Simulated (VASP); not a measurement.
Pd, 12 atoms in the cell. The cell holds a slab with vacuum, 12 atoms: a = 5.575 Å, b = 5.575 Å, c = 20.552 Å, α = 90.00°, β = 90.00°, γ = 120.00°. 

- Program: VASP 6.6.1
- Task: single point
- Functional: PBE
- Potentials or basis: VASP PAW PBE potentials, release 64 (Pd)
- Cutoff: 520 eV
- k mesh: 4 × 4 × 1
- Occupations: gaussian, width 0.1 eV
- Spin: no spin polarisation
- Dipole correction: yes
- Further INCAR settings: ALGO = Normal; EDIFF = 1e-06; NBANDS = 72

Potentials or basis: VASP PAW PBE potentials, release 64 (Pd).

Command:

```console
$ cat potpaw_PBE.64/Pd/POTCAR > POTCAR
$ mpirun -np 1 vasp_std > vasp.out
```

Hardware: 1 thread of Intel(R) Xeon(R) Platinum 8259CL CPU @ 2.50GHz (Skylake/Cascade Lake), on a shared host.

Question: Estimate the wall time of this run.

Answer: It took 8.2 min on 1 thread of Intel(R) Xeon(R) Platinum 8259CL CPU @ 2.50GHz (Skylake/Cascade Lake), on a shared host, peak memory 0.59 GiB. Counts: scf iterations 26, k points 4.
